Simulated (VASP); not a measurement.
# RbBr in VASP: a series of runs

Aim: see how the results for RbBr move with the level of theory and the settings. Levels: r2SCAN, PBE. Tasks: single point.

All numbers are computed with VASP 6.6.1; they aren't measurements. Logs are shortened: lines on timing, memory, paths and dates and some standing lists are left out, and cuts for length are marked.

## Step 1: The cell of the first run

It takes space group Fm-3m (No. 225, cubic). The conventional cell has a = 6.922 Å, b = 6.922 Å, c = 6.922 Å, α = 90.00°, β = 90.00°, γ = 90.00°. Within 4.5 Å of Rb (site symmetry m-3m) lie 6 Br at 3.46 Å. Br (site symmetry m-3m) has 6 Rb at 3.46 Å within 4.5 Å.

## Step 2: Single point, r2SCAN

Contents of POSCAR:

```
RbBr
1.0
    0.0000000000      3.4608320474      3.4608320474
    3.4608320474      0.0000000000      3.4608320474
    3.4608320474      3.4608320474      0.0000000000
Rb Br
1 1
Direct
    0.0000000000      0.0000000000      0.0000000000
    0.5000000000      0.5000000000      0.5000000000
```

Contents of INCAR.step1:

```
SYSTEM = RbBr
PREC     = Accurate       ! precision mode
ENCUT    = 520            ! plane-wave cutoff, eV
ISMEAR   = 0              ! smearing method
SIGMA    = 0.01           ! smearing width, eV
LREAL    = .FALSE.        ! projectors in reciprocal space
LASPH    = .TRUE.         ! aspherical terms in the spheres
NELM     = 80             ! most SCF steps
NBANDS   = 15             ! bands
GGA      = PE             ! functional
ALGO     = Normal         ! electronic algorithm
EDIFF    = 1E-4           ! SCF threshold, eV
LWAVE    = .TRUE.         ! write WAVECAR
LCHARG   = .FALSE.        ! write CHGCAR
```

Contents of INCAR.step2:

```
SYSTEM = RbBr
PREC     = Accurate       ! precision mode
ENCUT    = 520            ! plane-wave cutoff, eV
EDIFF    = 1E-6           ! SCF threshold, eV
ISMEAR   = 0              ! smearing method
SIGMA    = 0.01           ! smearing width, eV
LREAL    = .FALSE.        ! projectors in reciprocal space
LASPH    = .TRUE.         ! aspherical terms in the spheres
NELM     = 80             ! most SCF steps
ALGO     = Normal         ! electronic algorithm
ISIF     = 2              ! what is computed and relaxed
LWAVE    = .FALSE.        ! write WAVECAR
LCHARG   = .FALSE.        ! write CHGCAR
METAGGA  = R2SCAN         ! meta-GGA
LMIXTAU  = .TRUE.       
NBANDS   = 15             ! bands
ISTART   = 1
```

Contents of KPOINTS:

```
Automatic mesh
0
G
  6 6 6
  0 0 0
```

Potentials or basis: VASP PAW PBE potentials, release 64 (Rb_sv, Br).

Command:

```
> cat potpaw_PBE.64/Rb_sv/POTCAR potpaw_PBE.64/Br/POTCAR > POTCAR
> cp INCAR.step1 INCAR
> mpirun -np 1 vasp_std > vasp.out
> cp INCAR.step2 INCAR
> mpirun -np 1 vasp_std > vasp.out
```

OUTCAR:

```text
SYSTEM = RbBr
   PREC = Accurate
   ENCUT = 520
   EDIFF = 1E-6
   ISMEAR = 0
   LREAL = .FALSE.
   LASPH = .TRUE.
   NELM = 80
   ISIF = 2
   METAGGA = R2SCAN
   ISTART = 1

 ion  position               nearest neighbor table
   1  0.000  0.000  0.000-   2 3.46   2 3.46   2 3.46   2 3.46   2 3.46   2 3.46
   2  0.500  0.500  0.500-   1 3.46   1 3.46   1 3.46   1 3.46   1 3.46   1 3.46

  LATTYP: Found a face centered cubic cell.
 ALAT       =     6.9216640948

  Lattice vectors:

 A1 = (   0.0000000000,   3.4608320474,   3.4608320474)
 A2 = (   3.4608320474,   0.0000000000,   3.4608320474)
 A3 = (   3.4608320474,   3.4608320474,   0.0000000000)

Analysis of symmetry for initial positions (statically):
=====================================================================
 Subroutine PRICEL returns:
 Original cell was already a primitive cell.

 Routine SETGRP: Setting up the symmetry group for a
 face centered cubic supercell.

 Subroutine GETGRP returns: Found 48 space group operations
 (whereof 48 operations were pure point group operations)
 out of a pool of 48 trial point group operations.

The static configuration has the point symmetry O_h .

Analysis of symmetry for dynamics (positions and initial velocities):
=====================================================================
 Subroutine PRICEL returns:
 Original cell was already a primitive cell.

 Routine SETGRP: Setting up the symmetry group for a
 face centered cubic supercell.

 Subroutine GETGRP returns: Found 48 space group operations
 (whereof 48 operations were pure point group operations)
 out of a pool of 48 trial point group operations.

The dynamic configuration has the point symmetry O_h .

 Subroutine INISYM returns: Found 48 space group operations
 (whereof 48 operations are pure point group operations),
 and found     1 'primitive' translations

----------------------------------------------------------------------------------------

                                     Primitive cell

  volume of cell :      82.9033

  direct lattice vectors                    reciprocal lattice vectors
     0.000000000  3.460832047  3.460832047    -0.144473928  0.144473928  0.144473928
     3.460832047  0.000000000  3.460832047     0.144473928 -0.144473928  0.144473928
     3.460832047  3.460832047  0.000000000     0.144473928  0.144473928 -0.144473928

  length of vectors
     4.894355619  4.894355619  4.894355619     0.250236184  0.250236184  0.250236184

  position of ions in fractional coordinates (direct lattice)
     0.000000000  0.000000000  0.000000000
[... 79 lines left out ...]
   PSTRESS=    0.0 pullay stress
   NELECT =      16.0000    total number of electrons
   NUPDOWN=      -1.0000    fix difference up-down
   EMIN   =  10.00;   EMAX   =-10.00  energy-range for DOS
   EFERMI =   0.00;   METHOD = LEGACY
   ISMEAR =     0;   SIGMA  =   0.01  broadening in eV -4-tet -1-fermi 0-gaus
   EFERMI_NEDOS =   21; number of points for ismear=-14 and -15
   IALGO  =     38    algorithm
   IMIX   =      4    mixing-type and parameters
     AMIX     =   0.40;   BMIX     =  1.00
     AMIX_MAG =   1.60;   BMIX_MAG =  1.00
  volume/ion in A,a.u.               =      41.45       279.73
  Fermi-wavevector in a.u.,A,eV,Ry     =   0.946072  1.787817 12.177931  0.895053
  Thomas-Fermi vector in A             =   2.074035
   LORBIT       =      0    0 simple, 1 ext, 2 COOP (PROOUT), +10 PAW based schemes
   METAGGA = R2SCAN    functional components
   LHFCALC =     F    Hartree Fock is set to
   AEXX    =    0.0000 exact exchange contribution
   IVDW    =     0    specifies the selected vdW correction
   LEPSILON=     F    determine dielectric tensor
   LRPA    =     F    only Hartree local field effects (RPA)
 non-spin polarized calculation
 Gauss-broadening in eV      SIGMA  =   0.01
  energy-cutoff  :      520.00
  volume of cell :       82.90
 maximum number of plane-waves:      2252
   NGX = 19   NGY = 19   NGZ = 19

 number of electron      15.9999997 magnetization

 Free energy of the ion-electron system (eV)
  ---------------------------------------------------
  ext. energy  EPLUGINS =         0.00000000
  ---------------------------------------------------
  free energy    TOTEN  =       -31.15566569 eV

  energy without entropy =      -31.15566569  energy(sigma->0) =      -31.15566569

 E-fermi :  -2.1626     XC(G=0):  -7.5051

 val. band max:       -2.2667718354   @ k =   0.0000   0.0000   0.0000
 cond. band min:       2.6260043059   @ k =   0.0000   0.0000   0.0000
 fundamental gap:      4.8927761414
 Fermi energy:        -2.1625626184

 k-point     1 :       0.0000    0.0000    0.0000
  band No.  band energies     occupation
      1     -27.4852      2.00000
      2     -14.8509      2.00000
      3     -11.0121      2.00000
      4     -11.0121      2.00000
      5     -11.0121      2.00000
      6      -2.2668      2.00000
      7      -2.2668      2.00000
      8      -2.2668      2.00000
      9       2.6260      0.00000
     10       5.6076      0.00000
     11       5.6076      0.00000
     12       5.6076      0.00000
     13       6.6558      0.00000
     14       6.6558      0.00000
[... 257 lines left out ...]
      2     -14.8179      2.00000
      3     -11.1486      2.00000
      4     -11.1000      2.00000
      5     -11.0149      2.00000
      6      -2.6807      2.00000
      7      -2.6481      2.00000
      8      -2.5265      2.00000
      9       4.5161      0.00000
     10       6.1578      0.00000
     11       6.3118      0.00000
     12       7.4214      0.00000
     13       8.4910      0.00000
     14       9.2601      0.00000
     15       9.6706      0.00000

------------------------ aborting loop because EDIFF is reached ----------------------------------------

  FORCE on cell =-STRESS in cart. coord.  units (eV):
  Direction    XX          YY          ZZ          XY          YZ          ZX
  --------------------------------------------------------------------------------------
  -------------------------------------------------------------------------------------
  Total        0.0230638      0.0230638      0.0230638      0.0000000      0.0000000      0.0000000
  in kB        0.4457274      0.4457274      0.4457274      0.0000000      0.0000000      0.0000000
  external PRESSURE =       0.4457274 kB  Pullay stress =       0.0000000 kB

 VOLUME and BASIS-vectors are now :
 -----------------------------------------------------------------------------
  energy-cutoff  :      520.00
  volume of cell :       82.90
      direct lattice vectors                 reciprocal lattice vectors
     0.000000000  3.460832047  3.460832047    -0.144473928  0.144473928  0.144473928
     3.460832047  0.000000000  3.460832047     0.144473928 -0.144473928  0.144473928
     3.460832047  3.460832047  0.000000000     0.144473928  0.144473928 -0.144473928

 POSITION                                       TOTAL-FORCE (eV/Angst)
 -----------------------------------------------------------------------------------
      0.00000      0.00000      0.00000         0.000000      0.000000     -0.000000
      3.46083      3.46083      3.46083        -0.000000     -0.000000      0.000000
 -----------------------------------------------------------------------------------
    total drift:                                0.000000      0.000000      0.000000

  FREE ENERGIE OF THE ION-ELECTRON SYSTEM (eV)
  ---------------------------------------------------
  free  energy   TOTEN  =       -31.1556656926 eV

  energy  without entropy=      -31.1556656926  energy(sigma->0) =      -31.15566569
```

OUTCAR.step1:

```text
SYSTEM = RbBr
   PREC = Accurate
   ENCUT = 520
   ISMEAR = 0
   LREAL = .FALSE.
   LASPH = .TRUE.
[... 498 lines left out ...]
      0.00000      0.00000      0.00000         0.000000     -0.000000     -0.000000
      3.46083      3.46083      3.46083        -0.000000      0.000000      0.000000
 -----------------------------------------------------------------------------------
    total drift:                                0.000000      0.000000      0.000000

  FREE ENERGIE OF THE ION-ELECTRON SYSTEM (eV)
  ---------------------------------------------------
  free  energy   TOTEN  =        -6.1092838419 eV

  energy  without entropy=       -6.1092838419  energy(sigma->0) =       -6.10928384
```

Run time: 58 s. Hardware: 1 thread of Intel Xeon Platinum 8375C at 2.90GHz (Ice Lake), shared host; peak memory 0.21 GiB.

Results:

| Property | Result |
| --- | --- |
| Free energy | -31.1557 eV |
| Pressure | 0.0 GPa |
| Band gap on the k mesh | 4.89 eV, direct |

Caveat: the PAW data sets were made with another functional, which shifts forces and pressure a little.

## Step 3: Single point, PBE (uniaxial y strain -2.0%)

Contents of INCAR:

```
PREC = Accurate
ENCUT = 520
EDIFF = 1E-7
ISMEAR = -1
SIGMA = 0.02
LREAL = False
LASPH = True
NELM = 100
ALGO = Normal
ISIF = 2
LWAVE = False
LCHARG = True
GGA = PE
LELF = True
LVHAR = True
NBANDS = 15
```

Contents of KPOINTS:

```
Automatic mesh
0
Gamma
  6 6 6
```

Contents of POSCAR:

```
RbBr
1.0
    0.0000000000      3.3909232400      3.4608320474
    3.4608320474      0.0000000000      3.4608320474
    3.4608320474      3.3909232400      0.0000000000
Rb Br
1 1
Direct
    0.0000000000      0.0000000000      0.0000000000
    0.5000000000      0.5000000000      0.5000000000
```

Potentials or basis: VASP PAW PBE potentials, release 64 (Rb_sv, Br).

Command:

```
> cat potpaw_PBE.64/Rb_sv/POTCAR potpaw_PBE.64/Br/POTCAR > POTCAR
> mpirun -np 1 vasp_std > vasp.out
```

OUTCAR:

```text
PREC = Accurate
   ENCUT = 520
   EDIFF = 1E-7
   ISMEAR = -1
   LREAL = False
   LASPH = True
   NELM = 100
   ISIF = 2
   GGA = PE

 ion  position               nearest neighbor table
   1  0.000  0.000  0.000-   2 3.39   2 3.39   2 3.46   2 3.46   2 3.46   2 3.46
   2  0.500  0.500  0.500-   1 3.39   1 3.39   1 3.46   1 3.46   1 3.46   1 3.46

  LATTYP: Found a body centered tetragonal cell.
 ALAT       =     4.8943556185
 C/A-ratio  =     1.3856464484

  Lattice vectors:

 A1 = (   0.0000000000,  -3.3909232400,   3.4608320474)
 A2 = (   0.0000000000,  -3.3909232400,  -3.4608320474)
[... 608 lines left out ...]
     11       6.1295      0.00000
     12       7.1232      0.00000
     13       8.0952      0.00000
     14       9.0945      0.00000
     15       9.4958      0.00000

 [... further k-points ...]
[... 5 lines left out ...]
  --------------------------------------------------------------------------------------
  -------------------------------------------------------------------------------------
  Total        0.3409118      0.6886740      0.3409118      0.0000000     -0.0000000      0.0000000
  in kB        6.7242461     13.5836125      6.7242461      0.0000000     -0.0000000      0.0000000
  external PRESSURE =       9.0107016 kB  Pullay stress =       0.0000000 kB

 VOLUME and BASIS-vectors are now :
 -----------------------------------------------------------------------------
  energy-cutoff  :      520.00
  volume of cell :       81.23
      direct lattice vectors                 reciprocal lattice vectors
     0.000000000  3.390923240  3.460832047    -0.144473928  0.147452468  0.144473928
     3.460832047  0.000000000  3.460832047     0.144473928 -0.147452468  0.144473928
     3.460832047  3.390923240  0.000000000     0.144473928  0.147452468 -0.144473928

 POSITION                                       TOTAL-FORCE (eV/Angst)
 -----------------------------------------------------------------------------------
      0.00000      0.00000      0.00000         0.000000      0.000000      0.000000
      3.46083      3.39092      3.46083         0.000000      0.000000     -0.000000
 -----------------------------------------------------------------------------------
    total drift:                                0.000000      0.000000      0.000000

  FREE ENERGIE OF THE ION-ELECTRON SYSTEM (eV)
  ---------------------------------------------------
  free  energy   TOTEN  =        -6.0993926001 eV

  energy  without entropy=       -6.0993926001  energy(sigma->0) =       -6.09939260
```

stdout:

```text
POSCAR found type information on POSCAR RbBr
 POSCAR found :  2 types and       2 ions
 scaLAPACK will be used
 LDA part: xc-table for (Slater+PW92), standard interpolation
 POSCAR, INCAR and KPOINTS ok, starting setup
 FFT: planning ... GRIDC
 FFT: planning ... GRID_SOFT
 FFT: planning ... GRID
 WAVECAR not read
 entering main loop
```

It took 32 s on 1 thread of Intel Xeon Platinum 8375C at 2.90GHz (Ice Lake), shared host; peak memory 0.21 GiB.

Results:

- Free energy: -6.0994 eV
- Pressure: 0.9 GPa
- Band gap on the k mesh: 4.32 eV, direct

Stress tensor (GPa, compression positive):
```
0.67 0.00 0.00
0.00 1.36 0.00
0.00 0.00 0.67
```

Caveat: the cell differs from its parent crystal (uniaxial y strain -2.0%).
